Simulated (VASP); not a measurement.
Ga:

```xyz
4
Lattice="3.8170 -2.3266 0.0000 3.8170 2.3266 0.0000 0.0000 0.0000 4.4883" Properties=species:S:1:pos:R:3 pbc="T T T"
Ga    2.5878   -1.5051    1.0801
Ga    2.5623    1.5580    3.3637
Ga    5.0115    1.5383    3.3472
Ga    5.0483   -1.5281    1.1012
```

This cell differs from its parent crystal: atoms moved at random.

Base run:

- Program: VASP 6.6.1
- Functional: PBE
- Potentials or basis: VASP PAW PBE potentials, release 64 (Ga_d)
- Cutoff: 520 eV
- k mesh: 7 × 7 × 6
- Occupations: fermi-dirac, width 0.05 eV
- Spin: no spin polarisation

Its results: band gap on the k mesh zero (bands 26 and 27 overlap by 0.63 eV); pressure 3.5 GPa; largest force 0.302 eV/Å.

Task: The run is repeated on the same cell with these changes: functional from PBE to PBEsol; further incar settings from ALGO = Fast; EDIFF = 1e-07; NBANDS = 34 to ALGO = Fast; EDIFF = 1e-06; NBANDS = 34. What comes out?

Result: Band gap on the k mesh zero (bands 26 and 27 overlap by 0.62 eV); pressure -0.1 GPa; largest force 0.287 eV/Å.

Caveats: the cell stands under pressure (at least some runs); the PAW data sets were made with another functional, which shifts forces and pressure a little (at least some runs).
